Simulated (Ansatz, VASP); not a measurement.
**TaN in VASP and in Ansatz**

Contents of INCAR:

```
SYSTEM = TaN
ALGO     = Normal         ! electronic algorithm
EDIFF    = 1E-8           ! SCF threshold, eV
ENCUT    = 520            ! plane-wave cutoff, eV
GGA      = PE             ! functional
ISIF     = 2              ! what is computed and relaxed
ISMEAR   = -1             ! smearing method
LASPH    = .TRUE.         ! aspherical terms in the spheres
LCHARG   = .FALSE.        ! write CHGCAR
LEFG     = .TRUE.       
LREAL    = .FALSE.        ! projectors in reciprocal space
LWAVE    = .FALSE.        ! write WAVECAR
NBANDS   = 15             ! bands
NELM     = 60             ! most SCF steps
PREC     = Accurate       ! precision mode
SIGMA    = 0.02           ! smearing width, eV
```

File KPOINTS:

```
k-points
0
G
  12 12 10
  0 0 0
```

Contents of POSCAR:

```
TaN
1.0
    2.9083200731      0.0000000000      0.0000000000
   -1.4541600366      2.5186790657      0.0000000000
    0.0000000000      0.0000000000      2.8538767967
Ta N
1 1
Direct
    0.3333333333      0.6666666667      0.5000000000
    0.0000000000      0.0000000000      0.0000000000
```

Input for Ansatz:

```yaml
crystal:
  lattice:
    - [2.9083200731, 0.0, 0.0]
    - [-1.4541600366, 2.5186790657, 0.0]
    - [0.0, 0.0, 2.8538767967]
  atoms:
    - { symbol: Ta, position: [0.3333333333, 0.6666666667, 0.5] }
    - { symbol: "N", position: [0.0, 0.0, 0.0] }
kpoints:
  mp_grid: { grid: [12, 12, 10] }
scf:
  occupations: { method: fermi_dirac, width: 0.02 }
hamiltonian:
  xc: pbe
  pseudopotentials: { kind: paw }
output:
  forces: true
  stress: true
  eigenvalues: true
  efg: { contact_densities: true }
```

Change from the starting cell: volume scaled by 0.97, PAW files.

Alike in both runs: task electric field gradients; functional PBE; k mesh 12 × 12 × 10; occupations fermi-dirac, width 0.02 eV; no spin polarisation.

|  | VASP | Ansatz |
| --- | --- | --- |
| version | VASP 6.6.1 | Ansatz 0.2.0 |
| potentials or method | VASP PAW PBE potentials, release 64 (Ta_pv, N) | PAW with Ansatz's default frozen-core files, scalar-relativistic |
| plane-wave cutoff (eV) | 520 | 420 |
| valence electrons in the cell | 16 | 18 |

```csv
,VASP,Ansatz,Ansatz less VASP
pressure (GPa),17.2,16.3,-0.85
"traceless stress, the component that is largest in VASP (GPa)",1.75,1.61,-0.132
size of Vzz on the site where it differs most (V/Å²),15.7,48.7,+32.96
```

VASP's potentials hold 16 valence electrons a cell and Ansatz's 18, so a difference there can come from the potentials and not from the codes.

Spin-orbit coupling is off throughout.
